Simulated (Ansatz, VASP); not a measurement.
**Ti3Si4Ni in VASP and in Ansatz**

```
CELL_PARAMETERS angstrom
4.66701 0.00000 0.00000
0.00000 4.66701 0.00000
0.00000 0.00000 5.21525
ATOMIC_POSITIONS crystal
Ti 0.00000 0.50000 0.36614
Ti 0.50000 0.00000 0.36614
Ti 0.00000 0.00000 0.62239
Si 0.00000 0.50000 0.86856
Si 0.50000 0.00000 0.86856
Si 0.00000 0.00000 0.11754
Si 0.50000 0.50000 0.13492
Ni 0.50000 0.50000 0.65574
```

Alike in both runs: functional PBE; k mesh 8 × 8 × 8; occupations gaussian, width 0.1 eV; no spin polarisation.

Ansatz relaxed the structure, and its values are those at the end. VASP's run is a single point on that final structure, the one shown.

|  | VASP | Ansatz |
| --- | --- | --- |
| version | VASP 6.6.1 | Ansatz 0.2.0 |
| potentials or method | VASP PAW PBE potentials, release 64 (Ti_sv, Si, Ni), cutoff 520 eV | scalar-relativistic, plane waves, PAW |
| valence electrons in the cell | 62 | 70 |

```csv
,VASP,Ansatz,Ansatz less VASP
gap on the k mesh at the Fermi level (eV),none,none,-
pressure (GPa),0.0,0.0,+0.05
```

A gap of «none» marks a metal or a gap that the smearing closes. VASP's potentials hold 62 valence electrons a cell and Ansatz's 70, so a difference there can come from the potentials and not from the codes.
